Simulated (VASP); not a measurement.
# CaO (P1) in VASP: settings compared

The runs below take CaO through relaxation of cell and atoms, single point, with PBE, PBE+D4.

Program: VASP 6.6.1. These are calculated values, not measurements. Logs are shortened: lines on timing, memory, paths and dates and some standing lists are left out, and cuts for length are marked.

### 1 The cell of the first run

The typed cell holds 2 atoms: a = 3.416 Å, b = 3.416 Å, c = 3.416 Å, α = 60.00°, β = 60.00°, γ = 60.00°.

### 2 Relaxation of cell and atoms, PBE (all Ca atoms moved 0.04 Å in one direction)

Contents of INCAR:

```
ALGO = Normal
EDIFF = 1E-6
EDIFFG = -0.01
ENCUT = 600
GGA = PE
IBRION = 2
ISIF = 3
ISMEAR = 0
LASPH = True
LCHARG = False
LREAL = False
LWAVE = False
NELM = 100
NSW = 100
PREC = Accurate
SIGMA = 0.05
```

Contents of KPOINTS:

```
k-points
0
Gamma
  8 8 8
```

Contents of POSCAR:

```
CaO
1.0
    0.0000000000      2.4154595357      2.4154595357
    2.4154595357      0.0000000000      2.4154595357
    2.4154595357      2.4154595357      0.0000000000
Ca O
1 1
Direct
    0.0002695758     -0.0048941882     -0.0018010317
    0.4997304242      0.5048941882      0.5018010317
```

Potentials or basis: VASP PAW PBE potentials, release 64 (Ca_sv, O).

Launch:

```
cat potpaw_PBE.64/Ca_sv/POTCAR potpaw_PBE.64/O/POTCAR > POTCAR
mpirun -np 1 vasp_std > vasp.out
```

OUTCAR:

```text
EDIFF = 1E-6
   EDIFFG = -0.01
   ENCUT = 600
   GGA = PE
   IBRION = 2
   ISIF = 3
   ISMEAR = 0
   LASPH = True
   LREAL = False
   NELM = 100
   NSW = 100
   PREC = Accurate

 ion  position               nearest neighbor table
   1  0.000  0.995  0.998-   2 2.38   2 2.39   2 2.41   2 2.42   2 2.44   2 2.45
   2  0.500  0.505  0.502-   1 2.38   1 2.39   1 2.41   1 2.42   1 2.44   1 2.45

  LATTYP: Found a face centered cubic cell.
 ALAT       =     4.8309190714

  Lattice vectors:

 A1 = (   0.0000000000,   2.4154595357,   2.4154595357)
 A2 = (   2.4154595357,   0.0000000000,   2.4154595357)
 A3 = (   2.4154595357,   2.4154595357,   0.0000000000)

Analysis of symmetry for initial positions (statically):
=====================================================================
 Subroutine PRICEL returns:
 Original cell was already a primitive cell.

 Routine SETGRP: Setting up the symmetry group for a
 face centered cubic supercell.

 Subroutine GETGRP returns: Found  1 space group operations
 (whereof  1 operations were pure point group operations)
 out of a pool of 48 trial point group operations.

The static configuration has the point symmetry C_1 .

Analysis of symmetry for dynamics (positions and initial velocities):
=====================================================================
 Subroutine PRICEL returns:
 Original cell was already a primitive cell.

 Routine SETGRP: Setting up the symmetry group for a
 face centered cubic supercell.

 Subroutine GETGRP returns: Found  1 space group operations
 (whereof  1 operations were pure point group operations)
 out of a pool of 48 trial point group operations.

The dynamic configuration has the point symmetry C_1 .

 Subroutine INISYM returns: Found  1 space group operations
 (whereof  1 operations are pure point group operations),
 and found     1 'primitive' translations

----------------------------------------------------------------------------------------

                                     Primitive cell

  volume of cell :      28.1857

  direct lattice vectors                    reciprocal lattice vectors
     0.000000000  2.415459536  2.415459536    -0.206999949  0.206999949  0.206999949
     2.415459536  0.000000000  2.415459536     0.206999949 -0.206999949  0.206999949
     2.415459536  2.415459536  0.000000000     0.206999949  0.206999949 -0.206999949

  length of vectors
     3.415975635  3.415975635  3.415975635     0.358534428  0.358534428  0.358534428

  position of ions in fractional coordinates (direct lattice)
     0.000269576  0.995105812  0.998198968
     0.499730424  0.504894188  0.501801032

  ion indices of the primitive-cell ions
   primitive index   ion index
                 1           1
                 2           2

----------------------------------------------------------------------------------------

 KPOINTS: k-points

Automatic generation of k-mesh.
 Grid dimensions read from file:
 generate k-points for:    8    8    8

 Generating k-lattice:

  Cartesian coordinates                     Fractional coordinates (reciprocal lattice)
    -0.025874994  0.025874994  0.025874994     0.125000000  0.000000000  0.000000000
     0.025874994 -0.025874994  0.025874994     0.000000000  0.125000000  0.000000000
     0.025874994  0.025874994 -0.025874994     0.000000000  0.000000000  0.125000000

  Length of vectors
     0.044816804  0.044816804  0.044816804

  Shift w.r.t. Gamma in fractional coordinates (k-lattice)
     0.000000000  0.000000000  0.000000000

 Subroutine IBZKPT returns following result:
 ===========================================

 Found    260 irreducible k-points:

 Following reciprocal coordinates:
            Coordinates               Weight
  0.000000  0.000000  0.000000      1.000000
  0.125000  0.000000  0.000000      2.000000
  0.000000  0.125000  0.000000      2.000000
  0.000000  0.000000  0.125000      2.000000
  0.125000  0.125000  0.125000      2.000000
  0.250000  0.000000  0.000000      2.000000
[... 16 lines left out ...]
  0.125000  0.000000  0.250000      2.000000
  0.125000  0.125000 -0.125000      2.000000
 [... further k-points ...]
   k-points           NKPTS =    260   k-points in BZ     NKDIM =    260   number of bands    NBANDS=     12
   number of dos      NEDOS =    301   number of ions     NIONS =      2
   total plane-waves  NPLWV =  21952
   dimension x,y,z NGX =    28 NGY =   28 NGZ =   28
   dimension x,y,z NGXF=    56 NGYF=   56 NGZF=   56
   ions per type =               1   1
   NGX,Y,Z   is equivalent  to a cutoff of  13.63, 13.63, 13.63 a.u.
   NGXF,Y,Z  is equivalent  to a cutoff of  27.25, 27.25, 27.25 a.u.
 SYSTEM =  unknown system
   PREC   = accura    normal or accurate (medium, high low for compatibility)
   ISTART =      0    job   : 0-new  1-cont  2-samecut
   ICHARG =      2    charge: 1-file 2-atom 10-const
   ISPIN  =      1    spin polarized calculation?
   LNONCOLLINEAR =      F non collinear calculations
   LSORBIT =      F    spin-orbit coupling
   LASPH  =      T    aspherical Exc in radial PAW
   ENCUT  =  600.0 eV  44.10 Ry    6.64 a.u.   6.82  6.82  6.82*2*pi/ulx,y,z
   NELM   =    100;   NELMIN=  2; NELMDL= -5     # of ELM steps
   EDIFF  = 0.1E-05   stopping-criterion for ELM
   LREAL  =      F    real-space projection
   EDIFFG = -.1E-01   stopping-criterion for IOM
   NSW    =    100    number of steps for IOM
   IBRION =      2    ionic relax: 0-MD 1-quasi-New 2-CG
   NFREE  =      1    steps in history (QN), initial steepest desc. (CG)
   ISIF   =      3    stress and relaxation
   ISYM   =      2    0-nonsym 1-usesym 2-fastsym
   POTIM  = 0.5000    time-step for ionic-motion
   TEBEG  =    0.0;   TEEND  =   0.0 temperature during run
   PSTRESS=    0.0 pullay stress
   NELECT =      16.0000    total number of electrons
   NUPDOWN=      -1.0000    fix difference up-down
   EMIN   =  10.00;   EMAX   =-10.00  energy-range for DOS
   EFERMI =   0.00;   METHOD = LEGACY
   ISMEAR =     0;   SIGMA  =   0.05  broadening in eV -4-tet -1-fermi 0-gaus
   EFERMI_NEDOS =   21; number of points for ismear=-14 and -15
   IALGO  =     38    algorithm
   IMIX   =      4    mixing-type and parameters
     AMIX     =   0.40;   BMIX     =  1.00
     AMIX_MAG =   1.60;   BMIX_MAG =  1.00
  volume/ion in A,a.u.               =      14.09        95.10
  Fermi-wavevector in a.u.,A,eV,Ry     =   1.355517  2.561556 24.999714  1.837427
  Thomas-Fermi vector in A             =   2.482598
   LORBIT       =      0    0 simple, 1 ext, 2 COOP (PROOUT), +10 PAW based schemes
   GGA     = PE    functional components
   LHFCALC =     F    Hartree Fock is set to
   AEXX    =    0.0000 exact exchange contribution
   IVDW    =     0    specifies the selected vdW correction
   LEPSILON=     F    determine dielectric tensor
   LRPA    =     F    only Hartree local field effects (RPA)
 conjugate gradient relaxation of ions
 non-spin polarized calculation
 Gauss-broadening in eV      SIGMA  =   0.05
  energy-cutoff  :      600.00
  volume of cell :       28.19
 maximum number of plane-waves:       960
   NGX = 13   NGY = 13   NGZ = 13

--------------------------------------- Ionic step        1  -------------------------------------------

 number of electron      16.0000001 magnetization

 Free energy of the ion-electron system (eV)
  ---------------------------------------------------
  ext. energy  EPLUGINS =         0.00000000
  ---------------------------------------------------
  free energy    TOTEN  =       -12.80528139 eV

  energy without entropy =      -12.80528139  energy(sigma->0) =      -12.80528139

------------------------ aborting loop because EDIFF is reached ----------------------------------------

  FORCE on cell =-STRESS in cart. coord.  units (eV):
  Direction    XX          YY          ZZ          XY          YZ          ZX
  --------------------------------------------------------------------------------------
  -------------------------------------------------------------------------------------
  Total        0.1007975      0.0752930      0.0867256     -0.0009059     -0.0006287     -0.0027731
  in kB        5.7296867      4.2799223      4.9297898     -0.0514930     -0.0357377     -0.1576349
  external PRESSURE =       4.9797996 kB  Pullay stress =       0.0000000 kB
[... 129 lines left out ...]
  energy  without entropy=      -12.8076188724  energy(sigma->0) =      -12.80761887

--------------------------------------- Ionic step        5  -------------------------------------------

 number of electron      16.0000000 magnetization

 Free energy of the ion-electron system (eV)
  ---------------------------------------------------
  ext. energy  EPLUGINS =         0.00000000
  ---------------------------------------------------
  free energy    TOTEN  =       -12.80774816 eV

  energy without entropy =      -12.80774816  energy(sigma->0) =      -12.80774816

 E-fermi :   2.4503     XC(G=0): -10.3807

 val. band max:        2.2396570150   @ k =   0.0000   0.0000   0.0000
 cond. band min:       5.8788028127   @ k =   0.5000   0.0000   0.5000
 fundamental gap:      3.6391457977
 Fermi energy:         2.4503295576

 k-point     1 :       0.0000    0.0000    0.0000
  band No.  band energies     occupation
      1     -35.4773      2.00000
      2     -16.2555      2.00000
      3     -16.2551      2.00000
      4     -16.2548      2.00000
      5     -13.2564      2.00000
      6       2.2374      2.00000
      7       2.2388      2.00000
      8       2.2397      2.00000
      9       6.7961      0.00000
     10       8.4132      0.00000
     11       8.4171      0.00000
     12       8.4197      0.00000
[... 331 lines left out ...]
 k-point    24 :       0.1250    0.1250   -0.1250
  band No.  band energies     occupation
      1     -35.4327      2.00000
      2     -16.7206      2.00000
      3     -16.3161      2.00000
      4     -16.3029      2.00000
      5     -12.7443      2.00000
      6       0.7951      2.00000
      7       1.7693      2.00000
      8       1.8704      2.00000
      9       7.7131      0.00000
     10       8.5184      0.00000
     11       9.5353      0.00000
     12       9.6310      0.00000

 [... further k-points ...]
[... 5 lines left out ...]
  --------------------------------------------------------------------------------------
  -------------------------------------------------------------------------------------
  Total       -0.0140336      0.0102808     -0.0006641      0.0008164      0.0005661      0.0024967
  in kB       -0.7943344      0.5819130     -0.0375899      0.0462106      0.0320414      0.1413190
  external PRESSURE =      -0.0833371 kB  Pullay stress =       0.0000000 kB
[... 17 lines left out ...]
  FREE ENERGIE OF THE ION-ELECTRON SYSTEM (eV)
  ---------------------------------------------------
  free  energy   TOTEN  =       -12.8077481597 eV

  energy  without entropy=      -12.8077481597  energy(sigma->0) =      -12.80774816

 reached required accuracy - stopping structural energy minimisation
```

Wall time 3.6 min (1 thread of AMD EPYC 9R45 (Zen 5), shared host); peak memory 0.23 GiB.

Results:

```yaml
Free_energy: -12.8077 eV
Relaxed_volume: 14.15 Å³/atom
Relaxed_cell: a = 3.420 Å, b = 3.421 Å, c = 3.421 Å, α = 59.98°, β = 60.03°, γ = 60.01°
Space_group_after_relaxing_to_0.05_Å: Fm-3m (No. 225)
Energy_gained_by_relaxing: 1.2 meV/atom
Ionic_steps: 5
Pressure_after_relaxing: 0.0 GPa
Band_gap_on_the_k_mesh: 3.64 eV, indirect (least direct gap 4.02 eV)
```

Step by step:
| step | energy change (eV) | largest force (eV/Å) | pressure (GPa) | volume (Å³) |
| --- | --- | --- | --- | --- |
| 1 | 0.0000 | 0.1157 | 0.50 | 28.19 |
| 2 | -0.0013 | 0.0802 | -0.17 | 28.36 |
| 3 | -0.0015 | 0.0590 | -0.61 | 28.48 |
| 4 | -0.0023 | 0.0214 | -0.23 | 28.37 |
| 5 | -0.0025 | 0.0002 | -0.01 | 28.31 |

Final structure:
```yaml
crystal:
  lattice:
    - [-0.00030, 2.41773, 2.41876]
    - [2.41985, -0.00013, 2.41858]
    - [2.42000, 2.41771, -0.00028]
  atoms:
    - { symbol: Ca, position: [0.00000, 0.99999, 0.00000] }
    - { symbol: O, position: [0.50000, 0.50001, 0.50000] }
```

Caveat: the cell differs from its parent crystal (all Ca atoms moved 0.04 Å in one direction). Zero-point motion and thermal expansion aren't in these numbers.

### 3 Single point, PBE+D4

Contents of INCAR:

```
ALGO = Normal
EDIFF = 1E-6
ENCUT = 520
GGA = PE
ISIF = 2
ISMEAR = 0
IVDW = 13
LASPH = T
LCHARG = F
LREAL = F
LWAVE = F
NBANDS = 15
NELM = 100
PREC = Accurate
SIGMA = 0.05
```

KPOINTS is that of step 2.

POSCAR is that of step 2.

Potentials or basis: VASP PAW PBE potentials, release 64 (Ca_sv, O).

Launch:

```
cat potpaw_PBE.64/Ca_sv/POTCAR potpaw_PBE.64/O/POTCAR > POTCAR
mpirun -np 1 vasp_std > vasp.out
```

Wall time 69 s (1 thread of AMD EPYC 9R45 (Zen 5), shared host); peak memory 0.21 GiB.

Results (log left out):

```
Free energy                : -13.1243 eV
Pressure                   : -1.4 GPa
Largest force              : 0.114 eV/Å
Band gap on the k mesh     : 3.65 eV, indirect (least direct gap 4.02 eV)
Dispersion energy per atom : -0.161 eV
```

Forces in eV/Å, atoms in the order of the input:
```
Ca   0.092  0.021  0.063
O   -0.092 -0.021 -0.063
```

Stress tensor (GPa, compression positive):
```
-1.36 -0.01 -0.02
-0.01 -1.51  0.00
-0.02  0.00 -1.44
```

Levels at points of the mesh, in eV from the valence-band top:
| k point | band 6 | band 7 | band 8 | band 9 | band 10 | band 11 |
| --- | --- | --- | --- | --- | --- | --- |
| (0.00, 0.00, 0.00) | 0.00 | 0.00 | 0.00 | 4.59 | 6.19 | 6.20 |
| (0.50, 0.00, 0.00) | -2.60 | -1.17 | -1.16 | 6.98 | 8.22 | 8.28 |
| (0.00, 0.50, 0.00) | -2.60 | -1.17 | -1.17 | 6.98 | 8.24 | 8.28 |
| (0.00, 0.00, 0.50) | -2.60 | -1.17 | -1.17 | 6.98 | 8.22 | 8.28 |
| (0.50, 0.50, 0.50) | -2.60 | -1.17 | -1.17 | 6.98 | 8.27 | 8.28 |
| (0.50, 0.50, 0.00) | -1.30 | -0.38 | -0.37 | 3.65 | 7.93 | 8.81 |
| (0.00, 0.50, 0.50) | -1.30 | -0.38 | -0.37 | 3.65 | 7.93 | 8.81 |
| (0.50, 0.00, 0.50) | -1.30 | -0.38 | -0.37 | 3.66 | 7.93 | 8.82 |
